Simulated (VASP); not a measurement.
**TaN: single point with LDA**

TaN:

```
CELL_PARAMETERS angstrom
0.00000 2.17472 2.17472
2.17472 0.00000 2.17472
2.17472 2.17472 0.00000
ATOMIC_POSITIONS crystal
Ta 0.50000 0.50000 0.50000
N 0.00000 0.00000 0.00000
```

| Property | Result |
| --- | --- |
| Program | VASP 6.6.1 |
| Task | single point |
| Functional | LDA |
| Potentials or basis | VASP PAW LDA potentials, release 64 (Ta_pv, N) |
| Cutoff | 520 eV |
| k mesh | 16 × 16 × 16 |
| Occupations | fermi-dirac, width 0.15 eV |
| Spin | no spin polarisation |

| Quantity | Value |
| --- | --- |
| Pressure | 2.1 GPa |
| Band gap on the k mesh | zero (band 8 reaches 11.77 eV, above the bottom of band 9 at 7.56 eV) |

Levels at points of the mesh, in eV from the Fermi level:
```tsv
k point	band 5	band 6	band 7	band 8	band 9	band 10	band 11	band 12
(0.00, 0.00, 0.00)	-3.86	-3.86	-3.86	-2.22	-2.22	-2.22	0.01	0.01
(0.50, 0.00, 0.00)	-10.60	-7.80	-7.80	1.99	1.99	2.11	4.07	7.87
(0.50, 0.50, 0.00)	-6.59	-5.69	-4.63	-4.63	2.17	3.73	3.73	4.99
```

Wall time 19 s on 1 thread of AMD EPYC 9R45 96-Core Processor (Zen 5) (shared host), peak memory 0.13 GiB.

Caveat: spin-orbit coupling is left out, which moves the levels of the heavy elements.
